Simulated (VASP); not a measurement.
Here is a VASP 6.6.1 calculation.

The input INCAR:

```
  PREC = Accurate
  ENCUT = 570
  EDIFF = 1E-6
  ISMEAR = -1
  SIGMA = 0.08
  LREAL = False
  LASPH = True
  NELM = 120
  ALGO = Normal
  ISIF = 2
  LWAVE = False
  LCHARG = False
  GGA = PE
  NBANDS = 15
  GGA_COMPAT = False
```

Contents of KPOINTS:

```
regular mesh
0
Gamma
  16 16 15
```

The input POSCAR:

```
Pt
1.0
    2.3873730274      0.0000000000      0.0000000000
   -1.1936865137      2.0675256900      0.0000000000
    0.0000000000      0.0000000000      2.3195249953
Pt
1
Direct
    0.0000000000      0.0000000000      0.0000000000
```

Potentials or basis: VASP PAW PBE potentials, release 64 (Pt_sv_GW).

Launch:

```sh
$ cat potpaw_PBE.64/Pt_sv_GW/POTCAR > POTCAR
$ mpirun -np 1 vasp_std > vasp.out
```

(1) What does it give for the pressure?

(2) Estimate the band gap on the k mesh.

Results:

(1) 227.2 GPa.

(2) zero (bands 9 and 10 overlap by 5.71 eV).

Caveat: the cell stands under pressure; spin-orbit coupling is left out, which moves the levels of the heavy elements.
